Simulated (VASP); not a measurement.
A run of VASP 6.6.1 is set up as follows.

Contents of INCAR:

```
ALGO = Normal
EDIFF = 1E-6
ENCUT = 600
GGA = PE
GGA_COMPAT = False
ISIF = 2
ISMEAR = 0
ISPIN = 2
LASPH = True
LCHARG = False
LMAXMIX = 4
LORBIT = 11
LREAL = False
LWAVE = False
MAGMOM = 0 0 0 0 0 0 0 1
NBANDS = 30
NELM = 200
PREC = Accurate
SIGMA = 0.1
```

The input KPOINTS:

```
k-points
0
Gamma
  6 6 4
```

File POSCAR:

```
CuMoH6
1.0
    4.2377618035      0.0000000000      0.0000000000
   -2.1188809017      3.6700093770      0.0000000000
    0.0000000000      0.0000000000      4.3278820785
Cu H Mo
1 6 1
Direct
    0.0000000000      0.0000000000      0.0000000000
    0.5591727059      0.4408272941      0.5000000000
    0.5591727059      0.1183454117      0.5000000000
    0.8816545883      0.4408272941      0.5000000000
    0.3333333333      0.6666666667      0.0963426351
    0.3333333333      0.6666666667      0.9036573649
    0.0000000000      0.0000000000      0.5000000000
    0.3333333333      0.6666666667      0.5000000000
```

Potentials or basis: VASP PAW PBE potentials, release 64 (Cu, H, Mo_sv).

Command:

```bash
$ cat potpaw_PBE.64/Cu/POTCAR potpaw_PBE.64/H/POTCAR potpaw_PBE.64/Mo_sv/POTCAR > POTCAR
$ mpirun -np 1 vasp_std > vasp.out
```

(1) What does it give for the pressure?

(2) Estimate the largest force.

(3) Predict the net moment.

Answers

(1) 0.2 GPa.

(2) 0.021 eV/Å.

(3) 0.00 μB per cell.

Caveat: the k points lie up to 0.36 Å⁻¹ apart.
